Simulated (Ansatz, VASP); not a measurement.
## Two plane-wave programs on Be

INCAR

```
ALGO     = Normal         # electronic algorithm
EDIFF    = 1E-6           # SCF threshold, eV
EDIFFG   = -0.01          # ionic threshold
ENCUT    = 600            # plane-wave cutoff, eV
GGA      = PS             # functional
IBRION   = 2              # ionic algorithm
ISIF     = 3              # what is computed and relaxed
ISMEAR   = -1             # smearing method
IVDW     = 12             # dispersion correction
LASPH    = T              # aspherical terms in the spheres
LCHARG   = F              # write CHGCAR
LREAL    = F              # projectors in reciprocal space
LWAVE    = F              # write WAVECAR
NELM     = 60             # most SCF steps
NSW      = 80             # ionic steps
PREC     = Accurate       # precision mode
SIGMA    = 0.1            # smearing width, eV
```

The input KPOINTS:

```
k-points
0
Gamma
  15 15 15
```

POSCAR

```
Be
1.0
    2.1704690000      0.0000000000      0.0000000000
   -0.7234896440      2.0463378057      0.0000000000
   -0.7234896440     -1.0231688548      1.7721805522
Be
1
Direct
    0.0000000000      0.0000000000      0.0000000000
```

Input for Ansatz:

```yaml
crystal:
  lattice:
    - [2.170469, 0.0, 0.0]
    - [-0.7234896440056207, 2.0463378056854693, 0.0]
    - [-0.7234896440056207, -1.023168854771397, 1.7721805522021195]
  atoms:
    - { symbol: Be, position: [0.0, 0.0, 0.0] }
basis:
  ecutwfc: 421.77648681281397
kpoints:
  mp_grid:
    grid: [15, 15, 15]
hamiltonian:
  xc: pbesol
  dispersion: d3bj
scf:
  occupations:
    method: fermi_dirac
    width: 0.1
relax:
  cell: {}
```

Alike in both runs: task relaxation of cell and atoms; functional PBEsol; dispersion D3(BJ); k mesh 15 × 15 × 15; occupations fermi-dirac, width 0.1 eV; no spin polarisation.

|  | VASP | Ansatz |
| --- | --- | --- |
| version | VASP 6.6.1 | Ansatz 0.2.0 |
| potentials or method | VASP PAW PBE potentials, release 64 (Be), cutoff 600 eV | plane waves, PAW |
| valence electrons in the cell | 2 | 2 |

VASP gave:

```
relaxed volume (Å³/atom)                                     : 7.42
relaxed cell length with the largest relative difference (Å) : 2.128
```

Question: What did Ansatz give for the same quantities?

Answer: Relaxed volume (Å³/atom): 7.40; relaxed cell length with the largest relative difference (Å): 2.126.

VASP's potentials were made for PBE, not for PBEsol.
